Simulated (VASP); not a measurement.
Here is a VASP 6.6.1 calculation.

File INCAR:

```
ALGO = Normal
DIPOL = 0.5 0.5 0.311
EDIFF = 1E-6
ENCUT = 520
GGA = PE
IDIPOL = 3
ISIF = 2
ISMEAR = 0
LASPH = T
LCHARG = F
LDIPOL = T
LREAL = F
LWAVE = F
NBANDS = 25
NELM = 100
PREC = Accurate
SIGMA = 0.1
```

KPOINTS

```
k-points
0
Gamma
  9 3 1
```

File POSCAR:

```
Al9H
1.0
    2.8543223330      0.0000000000      0.0000000000
   -1.4271611665      9.7033329366      0.0000000000
    0.0000000000      0.0000000000     21.7902708969
Al H
9 1
Direct
    0.5324485604      0.0648971207      0.1835681630
    0.6709687938      0.3419375876      0.2292758741
    0.2986728405      0.5973456810      0.2384174163
    0.9263768872      0.8527537744      0.2475589585
    0.0639738222      0.1277383808      0.2937147080
    0.1995905480      0.4042696935      0.3452583266
    0.8288544886      0.6597110299      0.3524478004
    0.4526361687      0.9111292155      0.3607640453
    0.5925232094      0.1814597089      0.4034034702
    0.7175232094      0.3064597089      0.4575560783
```

Potentials or basis: VASP PAW PBE potentials, release 64 (Al, H).

Launch:

```bash
$ cat potpaw_PBE.64/Al/POTCAR potpaw_PBE.64/H/POTCAR > POTCAR
$ mpirun -np 1 vasp_std > vasp.out
```

**Question.** Estimate the largest force.

**Answer.** 0.731 eV/Å.

**Question.** What does it give for the band gap on the k mesh?

**Answer.** Zero (band 14 reaches -0.92 eV, above the bottom of band 15 at -1.53 eV).

Forces on the atoms (eV/Å):
```
Al   0.002  0.204 -0.046
Al   0.020  0.042 -0.092
Al  -0.023 -0.011 -0.107
Al   0.011 -0.213 -0.107
Al  -0.009  0.184  0.218
Al  -0.009  0.266 -0.196
Al   0.004 -0.151  0.059
Al   0.000  0.020  0.185
Al   0.078  0.321  0.389
H   -0.074 -0.661 -0.302
```
